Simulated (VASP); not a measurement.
# Si (I4/mmm) in VASP: further runs

The runs below take Si through single point, with LDA.

All numbers are computed with VASP 6.6.1; they aren't measurements. Logs are shortened: lines on timing, memory, paths and dates and some standing lists are left out, and cuts for length are marked.

## 1. The cell of the first run

Symmetry: I4/mmm, No. 139, tetragonal system. Conventional cell: a = 3.124 Å, b = 3.124 Å, c = 2.535 Å, α = 90.00°, β = 90.00°, γ = 90.00°. Within 3.3 Å of Si (site symmetry 4/mmm) lie 14 Si at 2.54 to 3.12 Å.

## 2. Single point, LDA (strain -0.040 along x and y, -0.040 along z)

INCAR

```
ALGO = Normal
EDIFF = 1E-7
ENCUT = 520
ISIF = 2
ISMEAR = 0
LASPH = True
LCHARG = True
LELF = True
LREAL = False
LVHAR = True
LWAVE = False
NBANDS = 8
NELM = 100
PREC = Accurate
SIGMA = 0.15
```

KPOINTS

```
k-points
0
Gamma
  22 22 22
```

POSCAR

```
Si
1.0
   -1.5618383328      1.5618383328      1.2675166560
    1.5618383328     -1.5618383328      1.2675166560
    1.5618383328      1.5618383328     -1.2675166560
Si
1
Direct
    0.0000000000      0.0000000000      0.0000000000
```

Potentials or basis: VASP PAW LDA potentials, release 64 (Si).

Command:

```
> cat potpaw_LDA.64/Si/POTCAR > POTCAR
> mpirun -np 1 vasp_std > vasp.out
```

OUTCAR:

```text
EDIFF = 1E-7
   ENCUT = 520
   ISIF = 2
   ISMEAR = 0
   LASPH = True
   LREAL = False
   NELM = 100
   PREC = Accurate

 ion  position               nearest neighbor table
   1  0.000  0.000  0.000-

  LATTYP: Found a body centered tetragonal cell.
 ALAT       =     3.1236766656
 C/A-ratio  =     0.8115543263

  Lattice vectors:

 A1 = (  -1.5618383328,   1.5618383328,   1.2675166560)
 A2 = (   1.5618383328,  -1.5618383328,   1.2675166560)
 A3 = (   1.5618383328,   1.5618383328,  -1.2675166560)

Analysis of symmetry for initial positions (statically):
=====================================================================
 Subroutine PRICEL returns:
 Original cell was already a primitive cell.

 Routine SETGRP: Setting up the symmetry group for a
 body centered tetragonal supercell.

 Subroutine GETGRP returns: Found 16 space group operations
 (whereof 16 operations were pure point group operations)
 out of a pool of 16 trial point group operations.

The static configuration has the point symmetry D_4h.

Analysis of symmetry for dynamics (positions and initial velocities):
=====================================================================
 Subroutine PRICEL returns:
 Original cell was already a primitive cell.

 Routine SETGRP: Setting up the symmetry group for a
 body centered tetragonal supercell.

 Subroutine GETGRP returns: Found 16 space group operations
 (whereof 16 operations were pure point group operations)
 out of a pool of 16 trial point group operations.

The dynamic configuration has the point symmetry D_4h.

 Subroutine INISYM returns: Found 16 space group operations
 (whereof 16 operations are pure point group operations),
 and found     1 'primitive' translations

----------------------------------------------------------------------------------------

                                     Primitive cell

  volume of cell :      12.3676

  direct lattice vectors                    reciprocal lattice vectors
    -1.561838333  1.561838333  1.267516656     0.000000000  0.320135567  0.394472134
     1.561838333 -1.561838333  1.267516656     0.320135567  0.000000000  0.394472134
     1.561838333  1.561838333 -1.267516656     0.320135567  0.320135567  0.000000000

  length of vectors
     2.546620590  2.546620590  2.546620590     0.508030556  0.508030556  0.452740060

  position of ions in fractional coordinates (direct lattice)
     0.000000000  0.000000000  0.000000000

  ion indices of the primitive-cell ions
   primitive index   ion index
                 1           1

----------------------------------------------------------------------------------------

 KPOINTS: k-points

Automatic generation of k-mesh.
 Grid dimensions read from file:
 generate k-points for:   22   22   22

 Generating k-lattice:

  Cartesian coordinates                     Fractional coordinates (reciprocal lattice)
     0.000000000  0.014551617  0.017930552     0.045454545  0.000000000  0.000000000
     0.014551617  0.000000000  0.017930552     0.000000000  0.045454545  0.000000000
     0.014551617  0.014551617  0.000000000     0.000000000  0.000000000  0.045454545

  Length of vectors
     0.023092298  0.023092298  0.020579094

  Shift w.r.t. Gamma in fractional coordinates (k-lattice)
     0.000000000  0.000000000  0.000000000

 Subroutine IBZKPT returns following result:
 ===========================================

 Found    834 irreducible k-points:

 Following reciprocal coordinates:
            Coordinates               Weight
  0.000000  0.000000  0.000000      1.000000
  0.045455  0.000000  0.000000      8.000000
  0.090909  0.000000  0.000000      8.000000
  0.136364 -0.000000  0.000000      8.000000
  0.181818  0.000000 -0.000000      8.000000
  0.227273 -0.000000  0.000000      8.000000
[... 16 lines left out ...]
  0.500000  0.045455  0.000000     16.000000
 -0.454545  0.045455 -0.000000     16.000000
 [... further k-points ...]
   k-points           NKPTS =    834   k-points in BZ     NKDIM =    834   number of bands    NBANDS=      8
   number of dos      NEDOS =    301   number of ions     NIONS =      1
   total plane-waves  NPLWV =   8000
   dimension x,y,z NGX =    20 NGY =   20 NGZ =   20
   dimension x,y,z NGXF=    40 NGYF=   40 NGZF=   40
   ions per type =               1
   NGX,Y,Z   is equivalent  to a cutoff of  13.06, 13.06, 13.06 a.u.
   NGXF,Y,Z  is equivalent  to a cutoff of  26.11, 26.11, 26.11 a.u.
 SYSTEM =  unknown system
   PREC   = accura    normal or accurate (medium, high low for compatibility)
   ISTART =      0    job   : 0-new  1-cont  2-samecut
   ICHARG =      2    charge: 1-file 2-atom 10-const
   ISPIN  =      1    spin polarized calculation?
   LNONCOLLINEAR =      F non collinear calculations
   LSORBIT =      F    spin-orbit coupling
   LASPH  =      T    aspherical Exc in radial PAW
   ENCUT  =  520.0 eV  38.22 Ry    6.18 a.u.   4.74  4.74  4.74*2*pi/ulx,y,z
   NELM   =    100;   NELMIN=  2; NELMDL= -5     # of ELM steps
   EDIFF  = 0.1E-06   stopping-criterion for ELM
   LREAL  =      F    real-space projection
   EDIFFG = 0.1E-05   stopping-criterion for IOM
   NSW    =      0    number of steps for IOM
   IBRION =     -1    ionic relax: 0-MD 1-quasi-New 2-CG
   NFREE  =      0    steps in history (QN), initial steepest desc. (CG)
   ISIF   =      2    stress and relaxation
   ISYM   =      2    0-nonsym 1-usesym 2-fastsym
   POTIM  = 0.5000    time-step for ionic-motion
   TEBEG  =    0.0;   TEEND  =   0.0 temperature during run
   PSTRESS=    0.0 pullay stress
   NELECT =       4.0000    total number of electrons
   NUPDOWN=      -1.0000    fix difference up-down
   EMIN   =  10.00;   EMAX   =-10.00  energy-range for DOS
   EFERMI =   0.00;   METHOD = LEGACY
   ISMEAR =     0;   SIGMA  =   0.15  broadening in eV -4-tet -1-fermi 0-gaus
   EFERMI_NEDOS =   21; number of points for ismear=-14 and -15
   IALGO  =     38    algorithm
   IMIX   =      4    mixing-type and parameters
     AMIX     =   0.40;   BMIX     =  1.00
     AMIX_MAG =   1.60;   BMIX_MAG =  1.00
  volume/ion in A,a.u.               =      12.37        83.46
  Fermi-wavevector in a.u.,A,eV,Ry     =   1.123741  2.123563 17.181353  1.262794
  Thomas-Fermi vector in A             =   2.260409
   LORBIT       =      0    0 simple, 1 ext, 2 COOP (PROOUT), +10 PAW based schemes
   GGA     = CA    functional components
   LHFCALC =     F    Hartree Fock is set to
   AEXX    =    0.0000 exact exchange contribution
   IVDW    =     0    specifies the selected vdW correction
   LEPSILON=     F    determine dielectric tensor
   LRPA    =     F    only Hartree local field effects (RPA)
 non-spin polarized calculation
 Gauss-broadening in eV      SIGMA  =   0.15
  energy-cutoff  :      520.00
  volume of cell :       12.37
 maximum number of plane-waves:       344
   NGX =  9   NGY =  9   NGZ =  9

 number of electron       4.0000000 magnetization

 Free energy of the ion-electron system (eV)
  ---------------------------------------------------
  ext. energy  EPLUGINS =         0.00000000
  ---------------------------------------------------
  free energy    TOTEN  =        -5.49693457 eV

  energy without entropy =       -5.49291700  energy(sigma->0) =       -5.49492578

 E-fermi :  12.2984     XC(G=0): -11.8978

 val. band max:       12.2813863046   @ k =  -0.2273   0.3636   0.2273
 cond. band min:      12.3130534549   @ k =  -0.3636   0.0455  -0.0000
 fundamental gap:      0.0316671503
 Fermi energy:        12.2984249684

 k-point     1 :       0.0000    0.0000    0.0000
  band No.  band energies     occupation
      1      -3.5846      2.00000
      2      22.1414      0.00000
      3      23.6515      0.00000
      4      23.6515      0.00000
      5      25.8741      0.00000
      6      28.0592      0.00000
      7      28.2835      0.00000
      8      28.2835      0.00000

 k-point     2 :       0.0455    0.0000    0.0000
  band No.  band energies     occupation
      1      -3.5073      2.00000
      2      21.5801      0.00000
      3      23.3507      0.00000
      4      24.2742      0.00000
      5      25.6388      0.00000
      6      27.5356      0.00000
      7      27.8624      0.00000
      8      28.6404      0.00000

 k-point     3 :       0.0909    0.0000    0.0000
  band No.  band energies     occupation
      1      -3.2756      2.00000
      2      20.7105      0.00000
      3      22.7191      0.00000
      4      24.2043      0.00000
      5      25.0770      0.00000
      6      27.2286      0.00000
      7      27.5512      0.00000
      8      28.9195      0.00000

 k-point     4 :       0.1364   -0.0000    0.0000
  band No.  band energies     occupation
      1      -2.8901      2.00000
      2      19.9012      0.00000
      3      21.9588      0.00000
      4      22.1772      0.00000
      5      24.7095      0.00000
      6      27.2336      0.00000
      7      27.8060      0.00000
      8      29.7113      0.00000

 k-point     5 :       0.1818    0.0000   -0.0000
  band No.  band energies     occupation
      1      -2.3516      2.00000
      2      19.2046      0.00000
      3      19.7982      0.00000
      4      21.4254      0.00000
      5      23.6475      0.00000
      6      26.4910      0.00000
      7      29.2455      0.00000
      8      30.7320      0.00000

 k-point     6 :       0.2273   -0.0000    0.0000
  band No.  band energies     occupation
      1      -1.6618      2.00000
      2      17.5037      0.00000
      3      18.6339      0.00000
      4      20.8760      0.00000
      5      22.5398      0.00000
      6      25.6271      0.00000
      7      30.7626      0.00000
      8      30.9452      0.00000

 k-point     7 :       0.2727   -0.0000    0.0000
  band No.  band energies     occupation
      1      -0.8222      2.00000
      2      15.2585      0.00000
      3      18.1935      0.00000
      4      20.4265      0.00000
      5      21.5125      0.00000
      6      24.7820      0.00000
      7      30.8546      0.00000
      8      32.7891      0.00000

 k-point     8 :       0.3182    0.0000   -0.0000
  band No.  band energies     occupation
      1       0.1648      2.00000
      2      13.0986      0.00000
      3      17.8840      0.00000
      4      20.0780      0.00000
      5      20.6023      0.00000
      6      24.0227      0.00000
      7      31.0718      0.00000
      8      34.7282      0.00000

 k-point     9 :       0.3636   -0.0000    0.0000
  band No.  band energies     occupation
      1       1.2960      2.00000
      2      11.0439      2.00000
      3      17.7029      0.00000
      4      19.8266      0.00000
      5      19.8266      0.00000
      6      23.3886      0.00000
      7      31.3928      0.00000
      8      36.7044      0.00000

 k-point    10 :       0.4091    0.0000    0.0000
  band No.  band energies     occupation
      1       2.5663      2.00000
      2       9.1092      2.00000
      3      17.6413      0.00000
      4      19.2014      0.00000
      5      19.6627      0.00000
      6      22.9090      0.00000
      7      31.7790      0.00000
      8      36.4470      0.00000
[... 78 lines left out ...]
 k-point    18 :       0.2727    0.0455    0.0000
  band No.  band energies     occupation
      1      -0.1956      2.00000
      2      13.9819      0.00000
      3      18.2673      0.00000
      4      19.5509      0.00000
      5      21.5073      0.00000
      6      24.2125      0.00000
      7      29.7566      0.00000
      8      33.0131      0.00000

 k-point    19 :       0.3182    0.0455    0.0000
  band No.  band energies     occupation
      1       0.8785      2.00000
      2      11.8872      1.99989
      3      18.0244      0.00000
      4      18.7790      0.00000
      5      21.1024      0.00000
      6      23.6109      0.00000
      7      30.0635      0.00000
      8      34.9733      0.00000

 k-point    20 :       0.3636    0.0455    0.0000
  band No.  band energies     occupation
      1       2.0941      2.00000
      2       9.9053      2.00000
      3      17.8301      0.00000
      4      18.2001      0.00000
      5      20.7800      0.00000
      6      23.1819      0.00000
      7      30.4905      0.00000
      8      36.9352      0.00000

 k-point    21 :       0.4091    0.0455    0.0000
  band No.  band energies     occupation
      1       3.4422      2.00000
      2       8.0527      2.00000
      3      17.4343      0.00000
      4      18.0756      0.00000
      5      20.5228      0.00000
      6      22.9534      0.00000
      7      31.0167      0.00000
      8      37.0398      0.00000

 k-point    22 :       0.4545    0.0455    0.0000
  band No.  band energies     occupation
      1       4.8582      2.00000
      2       6.3974      2.00000
      3      17.0327      0.00000
      4      18.2116      0.00000
      5      20.3344      0.00000
      6      22.9317      0.00000
      7      31.6004      0.00000
      8      36.2588      0.00000

 k-point    23 :       0.5000    0.0455    0.0000
  band No.  band energies     occupation
      1       4.5746      2.00000
      2       6.7087      2.00000
      3      16.7463      0.00000
      4      18.4795      0.00000
      5      20.2394      0.00000
      6      23.1046      0.00000
      7      32.1475      0.00000
      8      35.7480      0.00000

 k-point    24 :      -0.4545    0.0455   -0.0000
  band No.  band energies     occupation
      1       3.1530      2.00000
      2       8.4248      2.00000
      3      16.5906      0.00000
      4      18.8417      0.00000
      5      20.2795      0.00000
      6      23.4525      0.00000
      7      32.4819      0.00000
      8      35.6878      0.00000

 [... further k-points ...]
[... 5 lines left out ...]
  --------------------------------------------------------------------------------------
  -------------------------------------------------------------------------------------
  Total        1.2169345      1.2169345      1.2239973      0.0000000      0.0000000      0.0000000
  in kB      157.6492706    157.6492706    158.5642241      0.0000000      0.0000000      0.0000000
  external PRESSURE =     157.9542551 kB  Pullay stress =       0.0000000 kB

 VOLUME and BASIS-vectors are now :
 -----------------------------------------------------------------------------
  energy-cutoff  :      520.00
  volume of cell :       12.37
      direct lattice vectors                 reciprocal lattice vectors
    -1.561838333  1.561838333  1.267516656     0.000000000  0.320135567  0.394472134
     1.561838333 -1.561838333  1.267516656     0.320135567  0.000000000  0.394472134
     1.561838333  1.561838333 -1.267516656     0.320135567  0.320135567  0.000000000

 POSITION                                       TOTAL-FORCE (eV/Angst)
 -----------------------------------------------------------------------------------
      0.00000      0.00000      0.00000         0.000000     -0.000000      0.000000
 -----------------------------------------------------------------------------------
    total drift:                                0.000000      0.000000     -0.000000

  FREE ENERGIE OF THE ION-ELECTRON SYSTEM (eV)
  ---------------------------------------------------
  free  energy   TOTEN  =        -5.4969345720 eV

  energy  without entropy=       -5.4929169979  energy(sigma->0) =       -5.49492578
```

Run time: 29 s. Hardware: 1 thread of Intel Xeon 6975P-C (Granite Rapids), shared host; peak memory 0.17 GiB.

What came out:

- Free energy: -5.4969 eV
- Pressure: 15.8 GPa
- Band gap on the k mesh: zero (band 2 reaches 22.58 eV, above the bottom of band 3 at 8.30 eV)

Caveat: the cell differs from its parent crystal (strain -0.040 along x and y, -0.040 along z).

## 3. Single point, LDA (strain +0.000 along x and y, -0.080 along z)

INCAR

```
SYSTEM = Si
PREC = Accurate
ENCUT = 520
EDIFF = 1E-7
ISMEAR = 0
SIGMA = 0.15
LREAL = .False.
LASPH = .True.
NELM = 60
ALGO = Normal
ISIF = 2
LWAVE = .False.
LCHARG = .True.
LELF = .True.
LVHAR = .True.
NBANDS = 8
```

KPOINTS

```
Automatic mesh
0
Gamma
  22 22 22
  0 0 0
```

POSCAR

```
Si
1.0
   -1.6269149300      1.6269149300      1.2147034620
    1.6269149300     -1.6269149300      1.2147034620
    1.6269149300      1.6269149300     -1.2147034620
Si
1
Direct
    0.0000000000      0.0000000000      0.0000000000
```

Potentials or basis: VASP PAW LDA potentials, release 64 (Si).

Command:

```
> cat potpaw_LDA.64/Si/POTCAR > POTCAR
> mpirun -np 1 vasp_std > vasp.out
```

Wall time 34 s (1 thread of Intel Xeon 6975P-C (Granite Rapids), shared host); peak memory 0.17 GiB.

It converged, with:

```yaml
Free_energy: -5.5182 eV
Pressure: 10.8 GPa
Band_gap_on_the_k_mesh: zero (band 2 reaches 21.15 eV, above the bottom of band 3 at 8.25 eV)
```

Stress tensor (GPa, compression positive):
```
 7.61  0.00  0.00
 0.00  7.61  0.00
 0.00  0.00 17.25
```

Levels at points of the mesh, in eV from the Fermi level:
```tsv
k point	band 1	band 2	band 3	band 4	band 5
(0.00, 0.00, 0.00)	-15.54	8.61	9.63	9.63	11.98
(0.50, 0.00, 0.00)	-6.73	-5.67	5.06	5.93	6.42
(0.50, 0.50, 0.00)	-9.45	-8.17	11.77	12.26	13.05
(0.50, 0.50, 0.50)	-3.25	-3.25	-2.56	0.49	7.00
```

Caveat: the cell differs from its parent crystal (strain +0.000 along x and y, -0.080 along z).
